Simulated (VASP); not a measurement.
## Sr: single point with PBEsol

Crystal: Sr.

```
Sr
1.0
     3.13265    0.00000    0.00000
    -1.56633    2.71296    0.00000
     0.00000    0.00000   10.09017
Sr
4
Direct
  0.00000 0.00000 0.00000
  0.00000 0.00000 0.50000
  0.33333 0.66667 0.25000
  0.66667 0.33333 0.75000
```

This isn't the form of Sr at room conditions, which is fcc.

```json
{"Program": "VASP 6.6.1", "Task": "single point", "Functional": "PBEsol", "Potentials or basis": "VASP PAW PBE potentials, release 64 (Sr_sv)", "Cutoff": "520 eV", "k mesh": "12 × 12 × 3", "Occupations": "fermi-dirac, width 0.08 eV", "Spin": "no spin polarisation"}
```

```yaml
Pressure: 36.7 GPa
Band_gap_on_the_k_mesh: zero (bands 20 and 21 overlap by 1.32 eV)
```

Levels at points of the mesh, in eV from the Fermi level:
| k point | band 17 | band 18 | band 19 | band 20 | band 21 | band 22 | band 23 | band 24 |
| --- | --- | --- | --- | --- | --- | --- | --- | --- |
| (0.00, 0.00, 0.00) | -3.56 | -1.70 | -1.64 | -1.60 | 2.30 | 2.37 | 2.86 | 2.86 |
| (0.50, 0.00, 0.00) | -2.28 | -2.03 | -1.49 | -0.71 | -0.04 | 0.57 | 0.63 | 1.94 |

Wall time 100 s on 1 thread of AMD EPYC 7R43 64-Core Processor (Zen 3), with other jobs on the host, peak memory 0.2 GiB.

Caveat: the cell stands under pressure; the PAW data sets were made with another functional, which shifts forces and pressure a little.
